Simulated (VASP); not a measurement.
Write the native input for VASP 6.6.1 that does the following.

```yaml
Task: single point
Functional: PBEsol
Potentials_or_basis: VASP PAW PBE potentials, release 64 (Zn)
Cutoff: 520 eV
k_mesh: 8 × 8 × 8
Occupations: gaussian, width 0.1 eV
Spin: no spin polarisation
Dipole_correction: no
Further_INCAR_settings: ALGO = Normal; EDIFF = 1e-07; NBANDS = 12
```

The structure of Zn lies in POSCAR:

```
Zn
1.0
    0.0000000000      1.7129555166      1.7129555166
    1.7129555166      0.0000000000      1.7129555166
    1.7129555166      1.7129555166      0.0000000000
Zn
1
Direct
    0.0000000000      0.0000000000      0.0000000000
```

This isn't the form of Zn at room conditions, which is hcp.

These files were run (other wordings do the same):

INCAR

```
SYSTEM = Zn
  PREC = Accurate
  ENCUT = 520
  EDIFF = 1E-7
  ISMEAR = 0
  SIGMA = 0.1
  LREAL = .FALSE.
  LASPH = .TRUE.
  NELM = 80
  ALGO = Normal
  ISIF = 2
  LWAVE = .FALSE.
  LCHARG = .TRUE.
  GGA = PS
  LELF = .TRUE.
  LVHAR = .TRUE.
  NBANDS = 12
```

KPOINTS

```
regular mesh
0
G
  8 8 8
  0 0 0
```

Potentials or basis: VASP PAW PBE potentials, release 64 (Zn).

The run is started by

```console
$ cat potpaw_PBE.64/Zn/POTCAR > POTCAR
$ mpirun -np 1 vasp_std > vasp.out
```

Results of the run:

| Item | Value |
| --- | --- |
| Pressure | 72.3 GPa |
| Band gap on the k mesh | zero (bands 6 and 7 overlap by 3.08 eV) |

Caveat: the k points lie up to 0.40 Å⁻¹ apart, too coarse for converged energies and pressures of a metal; the PAW data sets were made with another functional, which shifts forces and pressure a little.

Run time: 7.7 s on 1 thread of Intel Xeon 8259CL, with other jobs on the host, peak memory 0.12 GiB.
